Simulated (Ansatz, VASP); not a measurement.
## Two plane-wave programs on AlN

```xyz
2
Lattice="0.0000 2.0104 2.0104 2.0104 0.0000 2.0104 2.0104 2.0104 0.0000" Properties=species:S:1:pos:R:3 pbc="T T T"
Al    0.0000    0.0000    0.0000
N     2.0104    2.0104    2.0104
```

Change from the starting cell: volume scaled by 1.05, PAW files.

Alike in both runs: task electric field gradients; functional PBE; k mesh 10 × 10 × 10; occupations fermi-dirac, width 0.02 eV; no spin polarisation.

|  | VASP | Ansatz |
| --- | --- | --- |
| version | VASP 6.6.1 | Ansatz 0.2.0 |
| potentials or method | VASP PAW PBE potentials, release 64 (Al, N) | PAW with Ansatz's default frozen-core files, scalar-relativistic |
| plane-wave cutoff (eV) | 520 | 420 |
| valence electrons in the cell | 8 | 8 |

|  | VASP | Ansatz | Ansatz less VASP |
| --- | --- | --- | --- |
| gap on the k mesh at the Fermi level (eV) | 4.77 | 4.79 | +0.024 |
| pressure (GPa) | 9.7 | 10.0 | +0.31 |
